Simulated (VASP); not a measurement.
# CaCu12 in VASP: single point with PBEsol

Aim: the single point of CaCu12 with PBEsol.

All numbers are computed with VASP 6.6.1; they aren't measurements. Logs are shortened: lines on timing, memory, paths and dates and some standing lists are left out, and cuts for length are marked.

## (1) The cell of the first run

The cell holds a slab with vacuum, 13 atoms: a = 5.105 Å, b = 5.105 Å, c = 17.168 Å, α = 90.00°, β = 90.00°, γ = 60.00°.

## (2) Single point, PBEsol

Contents of INCAR:

```
SYSTEM = CaCu12
  PREC = Accurate
  ENCUT = 520
  EDIFF = 1E-7
  ISMEAR = 0
  SIGMA = 0.05
  LREAL = .False.
  LASPH = .True.
  NELM = 60
  ALGO = Normal
  ISIF = 2
  LWAVE = .False.
  LCHARG = .False.
  GGA = PS
  NBANDS = 83
```

Contents of KPOINTS:

```
regular mesh
0
Gamma
  4 4 1
  0 0 0
```

Contents of POSCAR:

```
CaCu12
1.0
    5.1053110000      0.0000000000      0.0000000000
    2.5526550000      4.4213290000      0.0000000000
    0.0000000000      0.0000000000     17.1684690000
Cu Ca
12 1
Direct
    0.1666667000      0.1666667000      0.0582463000
    0.6666667000      0.1666667000      0.0582463000
    0.1666667000      0.6666667000      0.0582463000
    0.6666667000      0.6666667000      0.0582463000
   -0.1691924185      0.3364341369      0.1763786877
    0.3327426403      0.3361886188      0.1766046839
   -0.1652267004      0.8295687787      0.1732313364
    0.3346958870      0.8307051853      0.1748475917
   -0.0047048913     -0.0039942181      0.2880009375
    0.5080212513     -0.0040784197      0.2888271631
    0.0017021966      0.4964091072      0.2975590962
    0.5003532283      0.4993784876      0.2999224878
    0.2334609507      0.0181660585      0.4239951143
```

Potentials or basis: VASP PAW PBE potentials, release 64 (Cu, Ca_sv).

The run is started by

```bash
cat potpaw_PBE.64/Cu/POTCAR potpaw_PBE.64/Ca_sv/POTCAR > POTCAR
mpirun -np 1 vasp_std > vasp.out
```

OUTCAR:

```text
SYSTEM = CaCu12
   PREC = Accurate
   ENCUT = 520
   EDIFF = 1E-7
   ISMEAR = 0
   LREAL = .False.
   LASPH = .True.
   NELM = 60
   ISIF = 2
   GGA = PS

 ion  position               nearest neighbor table
   1  0.167  0.167  0.058-   8 2.49   5 2.51   6 2.52   3 2.55   3 2.55   2 2.55   2 2.55   4 2.55
                             4 2.55
   2  0.667  0.167  0.058-   7 2.47   5 2.51   6 2.51   4 2.55   4 2.55   1 2.55   1 2.55   3 2.55
                             3 2.55
   3  0.167  0.667  0.058-   7 2.46   8 2.48   6 2.50   1 2.55   1 2.55   4 2.55   4 2.55   2 2.55
                             2 2.55
   4  0.667  0.667  0.058-   7 2.46   8 2.48   5 2.50   2 2.55   2 2.55   3 2.55   3 2.55   1 2.55
                             1 2.55
   5  0.831  0.336  0.176-   9 2.44   4 2.50   2 2.51   1 2.51   8 2.53   7 2.53   6 2.54  11 2.54
                             6 2.56  12 2.58   8 2.58   7 2.58
   6  0.333  0.336  0.177-  10 2.44   3 2.50   2 2.51   1 2.52   8 2.53   7 2.53  11 2.54   5 2.54
                             5 2.56  12 2.57   7 2.58   8 2.58
   7  0.835  0.830  0.173-   9 2.44  10 2.45   4 2.46   3 2.46   2 2.47   5 2.53   6 2.53   8 2.55
                             8 2.56   6 2.58   5 2.58  11 2.59
   8  0.335  0.831  0.175-   9 2.45  10 2.46   4 2.48   3 2.48   1 2.49   5 2.53   6 2.53   7 2.55
                             7 2.56   6 2.58   5 2.58  12 2.60
   9  0.995  0.996  0.288-   5 2.44   7 2.44   8 2.45  10 2.49  11 2.54  12 2.56  12 2.57  11 2.58
                            10 2.62  13 2.66
  10  0.508  0.996  0.289-   6 2.44   7 2.45   8 2.46   9 2.49  11 2.54  12 2.56  12 2.56  11 2.57
                             9 2.62  13 2.68
  11  0.002  0.496  0.298-   9 2.54  10 2.54   6 2.54   5 2.54  12 2.55  12 2.55  10 2.57   9 2.58
                             7 2.59
  12  0.500  0.499  0.300-  11 2.55  11 2.55   9 2.56  10 2.56  10 2.56   9 2.57   6 2.57   5 2.58
                             8 2.60
  13  0.233  0.018  0.424-   9 2.66  10 2.68

  LATTYP: Found a hexagonal cell.
 ALAT       =     5.1053107325
 C/A-ratio  =     3.3628646520

  Lattice vectors:

 A1 = (  -2.5526550000,  -4.4213290000,   0.0000000000)
 A2 = (   5.1053110000,   0.0000000000,   0.0000000000)
 A3 = (   0.0000000000,   0.0000000000,  17.1684690000)

Analysis of symmetry for initial positions (statically):
=====================================================================
 Subroutine PRICEL returns:
 Original cell was already a primitive cell.

 Routine SETGRP: Setting up the symmetry group for a
 hexagonal supercell.

 Subroutine GETGRP returns: Found  1 space group operations
 (whereof  1 operations were pure point group operations)
 out of a pool of 24 trial point group operations.

The static configuration has the point symmetry C_1 .

Analysis of symmetry for dynamics (positions and initial velocities):
=====================================================================
 Subroutine PRICEL returns:
 Original cell was already a primitive cell.

 Routine SETGRP: Setting up the symmetry group for a
 hexagonal supercell.

 Subroutine GETGRP returns: Found  1 space group operations
 (whereof  1 operations were pure point group operations)
 out of a pool of 24 trial point group operations.

The dynamic configuration has the point symmetry C_1 .

 Subroutine INISYM returns: Found  1 space group operations
 (whereof  1 operations are pure point group operations),
 and found     1 'primitive' translations

----------------------------------------------------------------------------------------

                                     Primitive cell

  volume of cell :     387.5311

  direct lattice vectors                    reciprocal lattice vectors
     5.105311000  0.000000000  0.000000000     0.195874453 -0.113088147  0.000000000
     2.552655000  4.421329000  0.000000000     0.000000000  0.226176337  0.000000000
     0.000000000  0.000000000 17.168469000     0.000000000  0.000000000  0.058246312

  length of vectors
     5.105311000  5.105310732 17.168469000     0.226176326  0.226176337  0.058246312

  position of ions in fractional coordinates (direct lattice)
     0.166666700  0.166666700  0.058246300
[... 40 lines left out ...]
     0.048968613 -0.028272037  0.000000000     0.250000000  0.000000000  0.000000000
     0.000000000  0.056544084  0.000000000     0.000000000  0.250000000  0.000000000
     0.000000000  0.000000000  0.058246312     0.000000000  0.000000000  1.000000000

  Length of vectors
     0.056544081  0.056544084  0.058246312

  Shift w.r.t. Gamma in fractional coordinates (k-lattice)
     0.000000000  0.000000000  0.000000000

 Subroutine IBZKPT returns following result:
 ===========================================

 Found     10 irreducible k-points:

 Following reciprocal coordinates:
            Coordinates               Weight
  0.000000  0.000000  0.000000      1.000000
  0.250000  0.000000  0.000000      2.000000
  0.250000  0.250000  0.000000      2.000000
  0.000000  0.250000  0.000000      2.000000
  0.500000  0.000000  0.000000      1.000000
  0.500000  0.500000  0.000000      1.000000
  0.000000  0.500000  0.000000      1.000000
  0.500000  0.250000  0.000000      2.000000
  0.250000  0.500000  0.000000      2.000000
 -0.250000  0.250000  0.000000      2.000000
   k-points           NKPTS =     10   k-points in BZ     NKDIM =     10   number of bands    NBANDS=     83
   number of dos      NEDOS =    301   number of ions     NIONS =     13
   total plane-waves  NPLWV = 204800
   dimension x,y,z NGX =    40 NGY =   40 NGZ =  128
   dimension x,y,z NGXF=    80 NGYF=   80 NGZF=  256
   ions per type =              12   1
   NGX,Y,Z   is equivalent  to a cutoff of  13.03, 13.03, 12.39 a.u.
   NGXF,Y,Z  is equivalent  to a cutoff of  26.05, 26.05, 24.79 a.u.
 SYSTEM =  CaCu12
   PREC   = accura    normal or accurate (medium, high low for compatibility)
   ISTART =      0    job   : 0-new  1-cont  2-samecut
   ICHARG =      2    charge: 1-file 2-atom 10-const
   ISPIN  =      1    spin polarized calculation?
   LNONCOLLINEAR =      F non collinear calculations
   LSORBIT =      F    spin-orbit coupling
   LASPH  =      T    aspherical Exc in radial PAW
   ENCUT  =  520.0 eV  38.22 Ry    6.18 a.u.   9.49  9.49 31.92*2*pi/ulx,y,z
   NELM   =     60;   NELMIN=  2; NELMDL= -5     # of ELM steps
   EDIFF  = 0.1E-06   stopping-criterion for ELM
   LREAL  =      F    real-space projection
   EDIFFG = 0.1E-05   stopping-criterion for IOM
   NSW    =      0    number of steps for IOM
   IBRION =     -1    ionic relax: 0-MD 1-quasi-New 2-CG
   NFREE  =      0    steps in history (QN), initial steepest desc. (CG)
   ISIF   =      2    stress and relaxation
   ISYM   =      2    0-nonsym 1-usesym 2-fastsym
   POTIM  = 0.5000    time-step for ionic-motion
   TEBEG  =    0.0;   TEEND  =   0.0 temperature during run
   PSTRESS=    0.0 pullay stress
   NELECT =     142.0000    total number of electrons
   NUPDOWN=      -1.0000    fix difference up-down
   EMIN   =  10.00;   EMAX   =-10.00  energy-range for DOS
   EFERMI =   0.00;   METHOD = LEGACY
   ISMEAR =     0;   SIGMA  =   0.05  broadening in eV -4-tet -1-fermi 0-gaus
   EFERMI_NEDOS =   21; number of points for ismear=-14 and -15
   IALGO  =     38    algorithm
   IMIX   =      4    mixing-type and parameters
     AMIX     =   0.40;   BMIX     =  1.00
     AMIX_MAG =   1.60;   BMIX_MAG =  1.00
  volume/ion in A,a.u.               =      29.81       201.17
  Fermi-wavevector in a.u.,A,eV,Ry     =   1.171481  2.213779 18.672210  1.372369
  Thomas-Fermi vector in A             =   2.307925
   LORBIT       =      0    0 simple, 1 ext, 2 COOP (PROOUT), +10 PAW based schemes
   GGA     = PS    functional components
   LHFCALC =     F    Hartree Fock is set to
   AEXX    =    0.0000 exact exchange contribution
   IVDW    =     0    specifies the selected vdW correction
   LEPSILON=     F    determine dielectric tensor
   LRPA    =     F    only Hartree local field effects (RPA)
 non-spin polarized calculation
 Gauss-broadening in eV      SIGMA  =   0.05
  energy-cutoff  :      520.00
  volume of cell :      387.53
 maximum number of plane-waves:     10467
 NGX is ok and might be reduce to    40
   NGX = 19   NGY = 19   NGZ = 63

 number of electron     142.0000000 magnetization

 Free energy of the ion-electron system (eV)
  ---------------------------------------------------
  ext. energy  EPLUGINS =         0.00000000
  ---------------------------------------------------
  free energy    TOTEN  =       -49.98644692 eV

  energy without entropy =      -49.95822327  energy(sigma->0) =      -49.97233510

 E-fermi :   1.0500     XC(G=0):  -6.5926

 val. band max:        1.0432242410   @ k =   0.0000   0.5000   0.0000
 cond. band min:       1.0559343163   @ k =   0.5000   0.5000   0.0000
 fundamental gap:      0.0127100753
 Fermi energy:         1.0499738217

 k-point     1 :       0.0000    0.0000    0.0000
  band No.  band energies     occupation
      1     -41.0769      2.00000
      2     -22.1905      2.00000
      3     -22.1583      2.00000
      4     -22.1296      2.00000
      5      -7.6629      2.00000
      6      -5.7043      2.00000
[... 849 lines left out ...]
     82       4.2849      0.00000
     83       4.7143      0.00000

------------------------ aborting loop because EDIFF is reached ----------------------------------------

  FORCE on cell =-STRESS in cart. coord.  units (eV):
  Direction    XX          YY          ZZ          XY          YZ          ZX
  --------------------------------------------------------------------------------------
  -------------------------------------------------------------------------------------
  Total       -7.4494740     -8.0312536      0.2156620      0.0101035      0.0063005      0.0154742
  in kB      -30.7985017    -33.2037638      0.8916156      0.0417712      0.0260482      0.0639753
  external PRESSURE =     -21.0368833 kB  Pullay stress =       0.0000000 kB

 VOLUME and BASIS-vectors are now :
 -----------------------------------------------------------------------------
  energy-cutoff  :      520.00
  volume of cell :      387.53
      direct lattice vectors                 reciprocal lattice vectors
     5.105311000  0.000000000  0.000000000     0.195874453 -0.113088147  0.000000000
     2.552655000  4.421329000  0.000000000     0.000000000  0.226176337  0.000000000
     0.000000000  0.000000000 17.168469000     0.000000000  0.000000000  0.058246312

 POSITION                                       TOTAL-FORCE (eV/Angst)
 -----------------------------------------------------------------------------------
      1.27633      0.73689      1.00000         0.003337      0.046142      0.024809
      3.82898      0.73689      1.00000        -0.003528      0.056041      0.050123
      2.55266      2.94755      1.00000         0.031636     -0.052325     -0.080172
      5.10531      2.94755      1.00000        -0.034365     -0.048914     -0.092991
      5.10033      1.48749      3.02815        -0.007423      0.003055      0.001107
      2.55693      1.48640      3.03203         0.007817      0.000971      0.001883
      6.37938      3.66780      2.97412        -0.001148      0.001349      0.003788
      3.82923      3.67282      3.00187         0.002062     -0.006039      0.000196
      7.62375      4.40367      4.94454        -0.002940     -0.001421      0.012044
      5.13585      4.40330      4.95872         0.001618      0.000175      0.010511
      1.27585      2.19479      5.10863         0.001073      0.000252      0.017608
      3.82920      2.20792      5.14921        -0.000758     -0.004123      0.024083
      1.23826      0.08032      7.27935         0.002619      0.004839      0.027012
 -----------------------------------------------------------------------------------
    total drift:                               -0.000334      0.000372      0.000250

  FREE ENERGIE OF THE ION-ELECTRON SYSTEM (eV)
  ---------------------------------------------------
  free  energy   TOTEN  =       -49.9864469226 eV

  energy  without entropy=      -49.9582232692  energy(sigma->0) =      -49.97233510
```

It took 11 min on 1 thread of Intel Xeon Platinum 8488C (Sapphire Rapids), shared host; peak memory 0.61 GiB.

What came out:

| Property | Result |
| --- | --- |
| Free energy | -49.9864 eV |
| Largest force | 0.111 eV/Å |
| Band gap on the k mesh | zero (band 71 reaches 1.06 eV, above the bottom of band 72 at 1.04 eV) |

Forces on the atoms (eV/Å):
```
Cu   0.003  0.046  0.025
Cu  -0.004  0.056  0.050
Cu   0.032 -0.052 -0.080
Cu  -0.034 -0.049 -0.093
Cu  -0.007  0.003  0.001
Cu   0.008  0.001  0.002
Cu  -0.001  0.001  0.004
Cu   0.002 -0.006  0.000
Cu  -0.003 -0.001  0.012
Cu   0.002  0.000  0.011
Cu   0.001  0.000  0.018
Cu  -0.001 -0.004  0.024
Ca   0.003  0.005  0.027
```

Caveat: the PAW data sets were made with another functional, which shifts forces and pressure a little.
